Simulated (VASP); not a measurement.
Crystal: CaIn3O.

```
Ca In O
1.0
     4.73493    0.00000    0.00000
     0.00000    4.73493    0.00000
     0.00000    0.00000    4.73493
Ca In O
1 3 1
Cartesian
  2.3675 2.3675 2.3675
  0.0000 2.3675 2.3675
  2.3675 0.0000 2.3675
  2.3675 2.3675 0.0000
  0.0000 0.0000 0.0000
```

The cell was generated, and may not be a known phase.

```yaml
Program: VASP 6.6.1
Task: relaxation of cell and atoms
Functional: PBE
Potentials_or_basis: VASP PAW PBE potentials, release 64 (Ca_sv, In_d, O)
Cutoff: 600 eV
k_mesh: 4 × 4 × 4
Occupations: gaussian, width 0.1 eV
Spin: collinear spin, ferromagnetic start
Starting_moments: "[0.0, 0.0, 0.0, 0.0, 1.0] μB"
```

At the start: pressure 33.1 GPa; volume 21.23 Å³/atom.

Task: How do energy, volume and symmetry change on relaxing?

Result: Over 5 steps the energy falls by 1156.0 meV/atom and the volume is 40.10 Å³/atom (+88.9 %); space group Pm-3m (No. 221, to 0.1 Å) before and after; moment 0.00 μB per cell.

The path:
| step | energy change (eV) | largest force (eV/Å) | pressure (GPa) | volume (Å³) |
| --- | --- | --- | --- | --- |
| 1 | 0.0000 | 0.0000 | 33.10 | 106.16 |
| 2 | -5.7435 | 0.0000 | 1.08 | 188.82 |
| 3 | -5.7722 | 0.0000 | 0.46 | 194.96 |
| 4 | -5.7673 | 0.0000 | -0.54 | 207.64 |
| 5 | -5.7798 | 0.0000 | -0.01 | 200.50 |

Final structure:
```cif
data_structure
_symmetry_space_group_name_H-M 'P 1'
_symmetry_Int_Tables_number 1
_cell_length_a 5.8529
_cell_length_b 5.8529
_cell_length_c 5.8529
_cell_angle_alpha 90.000
_cell_angle_beta 90.000
_cell_angle_gamma 90.000
_cell_volume 200.50
loop_
_atom_site_label
_atom_site_type_symbol
_atom_site_fract_x
_atom_site_fract_y
_atom_site_fract_z
_atom_site_occupancy
Ca1 Ca 0.50000 0.50000 0.50000 1
In1 In 0.00000 0.50000 0.50000 1
In2 In 0.50000 0.00000 0.50000 1
In3 In 0.50000 0.50000 0.00000 1
O1 O 0.00000 0.00000 0.00000 1
```

Caveat: the volume moved by over 15 % at a fixed basis, so the end points are rough.
